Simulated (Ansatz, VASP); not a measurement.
# Pb: VASP beside Ansatz

INCAR

```
SYSTEM = Pb
PREC     = Accurate       ! precision mode
ENCUT    = 520            ! plane-wave cutoff, eV
EDIFF    = 1E-6           ! SCF threshold, eV
ISMEAR   = -1             ! smearing method
SIGMA    = 0.1            ! smearing width, eV
LREAL    = .FALSE.        ! projectors in reciprocal space
LASPH    = .TRUE.         ! aspherical terms in the spheres
NELM     = 60             ! most SCF steps
ALGO     = Normal         ! electronic algorithm
ISIF     = 2              ! what is computed and relaxed
LWAVE    = .FALSE.        ! write WAVECAR
LCHARG   = .FALSE.        ! write CHGCAR
GGA      = RE             ! functional
NBANDS   = 36             ! bands
```

Contents of KPOINTS:

```
regular mesh
0
G
  11 11 3
  0 0 0
```

File POSCAR:

```
Pb
1.0
    3.5101692230      0.0000000000      0.0000000000
   -1.7550846115      3.0398957187      0.0000000000
    0.0000000000      0.0000000000     11.3338711111
Pb
4
Direct
    0.0000000000      0.0000000000      0.0000000000
    0.0000000000      0.0000000000      0.5000000000
    0.3333333333      0.6666666667      0.2500000000
    0.6666666667      0.3333333333      0.7500000000
```

Input for Ansatz:

```yaml
crystal:
  lattice:
    - [3.510169223, 0.0, 0.0]
    - [-1.7550846115, 3.0398957187, 0.0]
    - [0.0, 0.0, 11.3338711111]
  atoms:
    - { symbol: Pb, position: [0.0, 0.0, 0.0] }
    - { symbol: Pb, position: [0.0, 0.0, 0.5] }
    - { symbol: Pb, position: [0.3333333333, 0.6666666667, 0.25] }
    - { symbol: Pb, position: [0.6666666667, 0.3333333333, 0.75] }
hamiltonian:
  xc: revpbe
  pseudopotentials:
    kind: paw
    azcp:
      Pb: "pseudopotentials/Pb.paw.azcp"
basis:
  ecutwfc: 420
  fft_grid_basis: typed
kpoints:
  mp_grid: { grid: [11, 11, 3], shift: [0, 0, 0] }
magnetization:
  spin_polarized: false
scf:
  occupations: { method: fermi_dirac, width: 0.1 }
  lower_state_search: "off"
output:
  stress: true
```

Alike in both runs: task single point; functional revPBE; k mesh 11 × 11 × 3; occupations fermi-dirac, width 0.1 eV; no spin polarisation.

|  | VASP | Ansatz |
| --- | --- | --- |
| version | VASP 6.6.1 | Ansatz 0.2.0 |
| potentials or method | VASP PAW PBE potentials, release 64 (Pb_d), cutoff 520 eV | plane waves (420 eV) with PAW, scalar-relativistic |
| valence electrons in the cell | 56 | 56 |

VASP gave:

```
pressure (GPa)                                                : 3.5
traceless stress, the component that is largest in VASP (GPa) : 0.41
```

What did Ansatz give for the same quantities?

Pressure (GPa): 3.6; traceless stress, the component that is largest in VASP (GPa): 0.41.

VASP's potentials were made for PBE, not for revPBE.

Neither program's run includes spin-orbit coupling.
